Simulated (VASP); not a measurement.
# Pd (Pm-3m) in VASP: a series of runs

Runs on Pd. Level: PBE. Tasks: single point, relaxation of cell and atoms.

Program: VASP 6.6.1. These are calculated values, not measurements. Logs are shortened: lines on timing, memory, paths and dates and some standing lists are left out, and cuts for length are marked.

## (1) The cell of the first run

The structure is cubic, space group Pm-3m (No. 221). Conventional cell: a = 2.139 Å, b = 2.139 Å, c = 2.139 Å, α = 90.00°, β = 90.00°, γ = 90.00°. Pd (site symmetry m-3m) has 6 Pd at 2.14 Å within 2.8 Å.

This isn't the form of Pd at room conditions, which is fcc.

## (2) Single point, PBE

File INCAR:

```
PREC = Accurate
ENCUT = 520
EDIFF = 1E-6
ISMEAR = -1
SIGMA = 0.05
LREAL = False
LASPH = True
NELM = 100
ALGO = Normal
ISIF = 2
LWAVE = False
LCHARG = False
GGA = PE
NBANDS = 11
```

File KPOINTS:

```
Automatic mesh
0
Gamma
  18 18 18
```

File POSCAR:

```
Pd
1.0
    2.1392571685      0.0000000000      0.0000000000
    0.0000000000      2.1392571685      0.0000000000
    0.0000000000      0.0000000000      2.1392571685
Pd
1
Direct
    0.0000000000      0.0000000000      0.0000000000
```

Potentials or basis: VASP PAW PBE potentials, release 64 (Pd).

Run with:

```
> cat potpaw_PBE.64/Pd/POTCAR > POTCAR
> mpirun -np 1 vasp_std > vasp.out
```

OUTCAR:

```text
PREC = Accurate
   ENCUT = 520
   EDIFF = 1E-6
   ISMEAR = -1
   LREAL = False
   LASPH = True
   NELM = 100
   ISIF = 2
   GGA = PE

 ion  position               nearest neighbor table
   1  0.000  0.000  0.000-

  LATTYP: Found a simple cubic cell.
 ALAT       =     2.1392571685

  Lattice vectors:

 A1 = (   2.1392571685,   0.0000000000,   0.0000000000)
 A2 = (   0.0000000000,   2.1392571685,   0.0000000000)
 A3 = (   0.0000000000,   0.0000000000,   2.1392571685)

Analysis of symmetry for initial positions (statically):
=====================================================================
 Subroutine PRICEL returns:
 Original cell was already a primitive cell.

 Routine SETGRP: Setting up the symmetry group for a
 simple cubic supercell.

 Subroutine GETGRP returns: Found 48 space group operations
 (whereof 48 operations were pure point group operations)
 out of a pool of 48 trial point group operations.

The static configuration has the point symmetry O_h .

Analysis of symmetry for dynamics (positions and initial velocities):
=====================================================================
 Subroutine PRICEL returns:
 Original cell was already a primitive cell.

 Routine SETGRP: Setting up the symmetry group for a
 simple cubic supercell.

 Subroutine GETGRP returns: Found 48 space group operations
 (whereof 48 operations were pure point group operations)
 out of a pool of 48 trial point group operations.

The dynamic configuration has the point symmetry O_h .

 Subroutine INISYM returns: Found 48 space group operations
 (whereof 48 operations are pure point group operations),
 and found     1 'primitive' translations

----------------------------------------------------------------------------------------

                                     Primitive cell

  volume of cell :       9.7901

  direct lattice vectors                    reciprocal lattice vectors
     2.139257168  0.000000000  0.000000000     0.467451980  0.000000000  0.000000000
     0.000000000  2.139257168  0.000000000     0.000000000  0.467451980  0.000000000
     0.000000000  0.000000000  2.139257168     0.000000000  0.000000000  0.467451980

  length of vectors
     2.139257168  2.139257168  2.139257168     0.467451980  0.467451980  0.467451980

  position of ions in fractional coordinates (direct lattice)
     0.000000000  0.000000000  0.000000000

  ion indices of the primitive-cell ions
   primitive index   ion index
                 1           1

----------------------------------------------------------------------------------------

 KPOINTS: Automatic mesh

Automatic generation of k-mesh.
 Grid dimensions read from file:
 generate k-points for:   18   18   18

 Generating k-lattice:

  Cartesian coordinates                     Fractional coordinates (reciprocal lattice)
     0.025969554  0.000000000  0.000000000     0.055555556  0.000000000  0.000000000
     0.000000000  0.025969554  0.000000000     0.000000000  0.055555556  0.000000000
     0.000000000  0.000000000  0.025969554     0.000000000  0.000000000  0.055555556

  Length of vectors
     0.025969554  0.025969554  0.025969554

  Shift w.r.t. Gamma in fractional coordinates (k-lattice)
     0.000000000  0.000000000  0.000000000

 Subroutine IBZKPT returns following result:
 ===========================================

 Found    220 irreducible k-points:

 Following reciprocal coordinates:
            Coordinates               Weight
  0.000000  0.000000  0.000000      1.000000
  0.055556  0.000000  0.000000      6.000000
  0.111111  0.000000  0.000000      6.000000
  0.166667  0.000000  0.000000      6.000000
  0.222222  0.000000  0.000000      6.000000
  0.277778  0.000000  0.000000      6.000000
[... 16 lines left out ...]
  0.277778  0.111111  0.000000     24.000000
  0.333333  0.111111  0.000000     24.000000
 [... further k-points ...]
   k-points           NKPTS =    220   k-points in BZ     NKDIM =    220   number of bands    NBANDS=     11
   number of dos      NEDOS =    301   number of ions     NIONS =      1
   total plane-waves  NPLWV =   4096
   dimension x,y,z NGX =    16 NGY =   16 NGZ =   16
   dimension x,y,z NGXF=    32 NGYF=   32 NGZF=   32
   ions per type =               1
   NGX,Y,Z   is equivalent  to a cutoff of  12.43, 12.43, 12.43 a.u.
   NGXF,Y,Z  is equivalent  to a cutoff of  24.87, 24.87, 24.87 a.u.
 SYSTEM =  unknown system
   PREC   = accura    normal or accurate (medium, high low for compatibility)
   ISTART =      0    job   : 0-new  1-cont  2-samecut
   ICHARG =      2    charge: 1-file 2-atom 10-const
   ISPIN  =      1    spin polarized calculation?
   LNONCOLLINEAR =      F non collinear calculations
   LSORBIT =      F    spin-orbit coupling
   LASPH  =      T    aspherical Exc in radial PAW
   ENCUT  =  520.0 eV  38.22 Ry    6.18 a.u.   3.98  3.98  3.98*2*pi/ulx,y,z
   NELM   =    100;   NELMIN=  2; NELMDL= -5     # of ELM steps
   EDIFF  = 0.1E-05   stopping-criterion for ELM
   LREAL  =      F    real-space projection
   EDIFFG = 0.1E-04   stopping-criterion for IOM
   NSW    =      0    number of steps for IOM
   IBRION =     -1    ionic relax: 0-MD 1-quasi-New 2-CG
   NFREE  =      0    steps in history (QN), initial steepest desc. (CG)
   ISIF   =      2    stress and relaxation
   ISYM   =      2    0-nonsym 1-usesym 2-fastsym
   POTIM  = 0.5000    time-step for ionic-motion
   TEBEG  =    0.0;   TEEND  =   0.0 temperature during run
   PSTRESS=    0.0 pullay stress
   NELECT =      10.0000    total number of electrons
   NUPDOWN=      -1.0000    fix difference up-down
   EMIN   =  10.00;   EMAX   =-10.00  energy-range for DOS
   EFERMI =   0.00;   METHOD = LEGACY
   ISMEAR =    -1;   SIGMA  =   0.05  broadening in eV -4-tet -1-fermi 0-gaus
   EFERMI_NEDOS =   21; number of points for ismear=-14 and -15
   IALGO  =     38    algorithm
   IMIX   =      4    mixing-type and parameters
     AMIX     =   0.40;   BMIX     =  1.00
     AMIX_MAG =   1.60;   BMIX_MAG =  1.00
  volume/ion in A,a.u.               =       9.79        66.07
  Fermi-wavevector in a.u.,A,eV,Ry     =   1.648713  3.115617 36.984117  2.718256
  Thomas-Fermi vector in A             =   2.737956
   LORBIT       =      0    0 simple, 1 ext, 2 COOP (PROOUT), +10 PAW based schemes
   GGA     = PE    functional components
   LHFCALC =     F    Hartree Fock is set to
   AEXX    =    0.0000 exact exchange contribution
   IVDW    =     0    specifies the selected vdW correction
   LEPSILON=     F    determine dielectric tensor
   LRPA    =     F    only Hartree local field effects (RPA)
 non-spin polarized calculation
  energy-cutoff  :      520.00
  volume of cell :        9.79
 maximum number of plane-waves:       282
 NGX is ok and might be reduce to    16
   NGX =  7   NGY =  7   NGZ =  7

 number of electron      10.0000000 magnetization

 number of electron       9.9999992 magnetization

 Free energy of the ion-electron system (eV)
  ---------------------------------------------------
  ext. energy  EPLUGINS =         0.00000000
  ---------------------------------------------------
  free energy    TOTEN  =        -0.00667114 eV

  energy without entropy =       -0.00084253  energy(sigma->0) =       -0.00375683

 E-fermi :  19.1478     XC(G=0): -15.7494

 val. band max:       19.1335426689   @ k =   0.5000   0.1111   0.0556
 cond. band min:      19.1652559570   @ k =   0.3333   0.1111   0.0000
 fundamental gap:      0.0317132881
 Fermi energy:        19.1478410949

 k-point     1 :       0.0000    0.0000    0.0000
  band No.  band energies     occupation
      1       8.1696      2.00000
      2       8.5154      2.00000
      3       8.5154      2.00000
      4      19.4028      0.01212
      5      19.4028      0.01212
      6      19.4028      0.01212
      7      39.6828      0.00000
      8      39.6828      0.00000
      9      39.6828      0.00000
     10      43.1710      0.00000
     11      50.1337      0.00000

 k-point     2 :       0.0556    0.0000    0.0000
  band No.  band energies     occupation
      1       8.2914      2.00000
      2       8.5472      2.00000
      3       8.6952      2.00000
      4      19.2373      0.28655
      5      19.2373      0.28655
      6      19.4153      0.00945
      7      38.9174      0.00000
      8      39.9422      0.00000
      9      39.9422      0.00000
     10      43.1889      0.00000
     11      48.7026      0.00000

 k-point     3 :       0.1111    0.0000    0.0000
  band No.  band energies     occupation
      1       8.5376      2.00000
      2       8.6398      2.00000
      3       9.3324      2.00000
      4      18.7803      1.99872
      5      18.7803      1.99872
      6      19.4514      0.00460
      7      37.1643      0.00000
      8      40.6720      0.00000
      9      40.6720      0.00000
     10      43.2111      0.00000
     11      46.4051      0.00000

 k-point     4 :       0.1667    0.0000    0.0000
  band No.  band energies     occupation
      1       8.7846      2.00000
      2       8.8620      2.00000
      3      10.4072      2.00000
      4      18.1291      2.00000
      5      18.1291      2.00000
      6      19.5071      0.00151
      7      35.1259      0.00000
      8      41.7509      0.00000
      9      41.7509      0.00000
     10      43.2236      0.00000
     11      44.1733      0.00000
[... 239 lines left out ...]
 k-point    22 :       0.2222    0.1111    0.0000
  band No.  band energies     occupation
      1       9.2443      2.00000
      2      10.0318      2.00000
      3      11.8328      2.00000
      4      16.9148      2.00000
      5      17.4599      2.00000
      6      19.0012      1.89895
      7      33.8913      0.00000
      8      39.6390      0.00000
      9      43.0934      0.00000
     10      43.4661      0.00000
     11      44.0531      0.00000

 k-point    23 :       0.2778    0.1111    0.0000
  band No.  band energies     occupation
      1       9.4997      2.00000
      2      10.4238      2.00000
      3      13.0220      2.00000
      4      16.6124      2.00000
      5      16.7551      2.00000
      6      19.0847      1.55908
      7      32.0871      0.00000
      8      39.9365      0.00000
      9      42.4494      0.00000
     10      43.3566      0.00000
     11      45.4105      0.00000

 k-point    24 :       0.3333    0.1111    0.0000
  band No.  band energies     occupation
      1       9.7322      2.00000
      2      10.8666      2.00000
      3      13.5603      2.00000
      4      16.1383      2.00000
      5      17.0739      2.00000
      6      19.1653      0.82759
      7      30.6040      0.00000
      8      39.3381      0.00000
      9      42.6941      0.00000
     10      43.4359      0.00000
     11      46.7160      0.00000

 [... further k-points ...]
[... 5 lines left out ...]
  --------------------------------------------------------------------------------------
  -------------------------------------------------------------------------------------
  Total       20.7177628     20.7177628     20.7177628     -0.0000000     -0.0000000      0.0000000
  in kB     3390.5054825   3390.5054825   3390.5054825     -0.0000000     -0.0000000      0.0000000
  external PRESSURE =    3390.5054825 kB  Pullay stress =       0.0000000 kB

 VOLUME and BASIS-vectors are now :
 -----------------------------------------------------------------------------
  energy-cutoff  :      520.00
  volume of cell :        9.79
      direct lattice vectors                 reciprocal lattice vectors
     2.139257168  0.000000000  0.000000000     0.467451980  0.000000000  0.000000000
     0.000000000  2.139257168  0.000000000     0.000000000  0.467451980  0.000000000
     0.000000000  0.000000000  2.139257168     0.000000000  0.000000000  0.467451980

 POSITION                                       TOTAL-FORCE (eV/Angst)
 -----------------------------------------------------------------------------------
      0.00000      0.00000      0.00000         0.000000      0.000000      0.000000
 -----------------------------------------------------------------------------------
    total drift:                                0.000000      0.000000      0.000000

  FREE ENERGIE OF THE ION-ELECTRON SYSTEM (eV)
  ---------------------------------------------------
  free  energy   TOTEN  =        -0.0066711357 eV

  energy  without entropy=       -0.0008425262  energy(sigma->0) =       -0.00375683
```

Run time: 12 s. Hardware: 1 thread of AMD EPYC 9R14 (Zen 4), shared host; peak memory 0.1 GiB.

What came out:

| Item | Value |
| --- | --- |
| Free energy | -0.0067 eV |
| Pressure | 339.1 GPa |
| Band gap on the k mesh | zero (bands 5 and 6 overlap by 5.01 eV) |

Levels at points of the mesh, in eV from the Fermi level:
```tsv
k point	band 2	band 3	band 4	band 5	band 6	band 7	band 8	band 9
(0.00, 0.00, 0.00)	-10.63	-10.63	0.25	0.25	0.25	20.53	20.53	20.53
(0.50, 0.00, 0.00)	-8.03	-3.98	-3.98	-1.85	0.68	9.64	18.03	24.10
(0.50, 0.50, 0.00)	-7.50	-3.13	-3.13	3.21	6.75	6.75	16.65	21.88
(0.50, 0.50, 0.50)	-9.78	-9.78	3.50	3.50	8.23	17.60	17.60	17.60
```

Caveat: the cell stands under pressure.

## (3) Single point, PBE

File INCAR:

```
PREC     = Accurate       # precision mode
ENCUT    = 520            # plane-wave cutoff, eV
EDIFF    = 1E-6           # SCF threshold, eV
ISMEAR   = -1             # smearing method
SIGMA    = 0.05           # smearing width, eV
LREAL    = F              # projectors in reciprocal space
LASPH    = T              # aspherical terms in the spheres
NELM     = 100            # most SCF steps
ALGO     = Normal         # electronic algorithm
ISIF     = 2              # what is computed and relaxed
LWAVE    = F              # write WAVECAR
LCHARG   = F              # write CHGCAR
GGA      = PE             # functional
NBANDS   = 11             # bands
```

File KPOINTS:

```
regular mesh
0
Gamma
  18 18 18
```

File POSCAR:

```
Pd
1.0
    2.1395072324      0.0000000000      0.0000000000
    0.0000000000      2.1395072324      0.0000000000
    0.0000000000      0.0000000000      2.1395072324
Pd
1
Direct
    0.0000000000      0.0000000000      0.0000000000
```

Potentials or basis: VASP PAW PBE potentials, release 64 (Pd).

Run with:

```
> cat potpaw_PBE.64/Pd/POTCAR > POTCAR
> mpirun -np 1 vasp_std > vasp.out
```

Run time: 12 s. Hardware: 1 thread of AMD EPYC 9R14 (Zen 4), shared host; peak memory 0.1 GiB.

Results (log left out):

* Free energy: -0.0139 eV
* Pressure: 338.6 GPa
* Band gap on the k mesh: zero (bands 5 and 6 overlap by 5.01 eV)

Levels at points of the mesh, in eV from the Fermi level:
```tsv
k point	band 2	band 3	band 4	band 5	band 6	band 7	band 8	band 9
(0.00, 0.00, 0.00)	-10.63	-10.63	0.25	0.25	0.25	20.53	20.53	20.53
(0.50, 0.00, 0.00)	-8.03	-3.97	-3.97	-1.85	0.68	9.63	18.03	24.10
(0.50, 0.50, 0.00)	-7.50	-3.13	-3.13	3.21	6.74	6.74	16.64	21.87
(0.50, 0.50, 0.50)	-9.77	-9.77	3.50	3.50	8.23	17.60	17.60	17.60
```

Caveat: the cell stands under pressure.

[end of part 1 of 2]
